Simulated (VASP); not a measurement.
A run of VASP 6.6.1:

Contents of INCAR:

```
SYSTEM = CO2
PREC = Accurate
ENCUT = 520
EDIFF = 1E-7
ISMEAR = 0
SIGMA = 0.1
LREAL = .FALSE.
LASPH = .TRUE.
NELM = 60
ALGO = Normal
ISIF = 2
LWAVE = .FALSE.
LCHARG = .FALSE.
GGA = PS
NBANDS = 44
```

File KPOINTS:

```
regular mesh
0
G
  4 4 4
  0 0 0
```

The input POSCAR:

```
CO2
1.0
    5.4058748019      0.0000000000      0.0000000000
    0.0000000000      5.4058748019      0.0000000000
    0.0000000000      0.0000000000      5.4058748019
C O
4 8
Direct
    0.0000000000      0.0000000000      0.0000000000
    0.5000000000      0.0000000000      0.5000000000
    0.5000000000      0.5000000000      0.0000000000
    0.0000000000      0.5000000000      0.5000000000
    0.1244143774      0.1244143774      0.1244143774
    0.3755856226      0.8755856226      0.6244143774
    0.6244143774      0.3755856226      0.8755856226
    0.8755856226      0.6244143774      0.3755856226
    0.8755856226      0.8755856226      0.8755856226
    0.6244143774      0.1244143774      0.3755856226
    0.3755856226      0.6244143774      0.1244143774
    0.1244143774      0.3755856226      0.6244143774
```

Potentials or basis: VASP PAW PBE potentials, release 64 (C, O).

Command:

```bash
$ cat potpaw_PBE.64/C/POTCAR potpaw_PBE.64/O/POTCAR > POTCAR
$ mpirun -np 1 vasp_std > vasp.out
```

Hardware: 1 thread of Intel(R) Xeon(R) Platinum 8488C (Sapphire Rapids), on a shared host.

Question: How long does it take, and how much memory?

Answer: Run time: 45 s on 1 thread of Intel(R) Xeon(R) Platinum 8488C (Sapphire Rapids), on a shared host, peak memory 0.25 GiB. Counts: scf iterations 15, k points 11.
